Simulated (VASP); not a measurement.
Write the native input for VASP 6.6.1 that does the following.

| Quantity | Value |
| --- | --- |
| Task | single point |
| Functional | PBEsol |
| Potentials or basis | VASP PAW PBE potentials, release 64 (Hf_pv) |
| Cutoff | 520 eV |
| k mesh | 13 × 13 × 7 |
| Occupations | fermi-dirac, width 0.05 eV |
| Spin | no spin polarisation |
| Dipole correction | no |
| Further INCAR settings | ALGO = Normal; EDIFF = 1e-06; NBANDS = 17 |

The structure of Hf lies in POSCAR:

```
Hf
1.0
    3.1966985242      0.0000000000      0.0000000000
   -1.5983492621      2.7684221302      0.0000000000
    0.0000000000      0.0000000000      5.0578000000
Hf
2
Direct
    0.3333333333      0.6666666667      0.2500000000
    0.6666666667      0.3333333333      0.7500000000
```

These files were run (other wordings do the same):

INCAR

```
SYSTEM = Hf
PREC = Accurate ; ENCUT = 520
EDIFF = 1E-6 ; ISMEAR = -1
SIGMA = 0.05 ; LREAL = .FALSE.
LASPH = .TRUE. ; NELM = 60
ALGO = Normal ; ISIF = 2
LWAVE = .FALSE. ; LCHARG = .FALSE.
GGA = PS ; NBANDS = 17
```

KPOINTS

```
regular mesh
0
G
  13 13 7
  0 0 0
```

Potentials or basis: VASP PAW PBE potentials, release 64 (Hf_pv).

Launch:

```sh
$ cat potpaw_PBE.64/Hf_pv/POTCAR > POTCAR
$ mpirun -np 1 vasp_std > vasp.out
```

It gave:

```yaml
Pressure: -4.1 GPa
Band_gap_on_the_k_mesh: zero (bands 10 and 11 overlap by 1.55 eV)
```

Caveat: the cell stands under tension; the PAW data sets were made with another functional, which shifts forces and pressure a little; spin-orbit coupling is left out, which moves the levels of the heavy elements.

Run time: 40 s on 1 thread of Intel Xeon 8259CL, with other jobs on the host, peak memory 0.19 GiB.
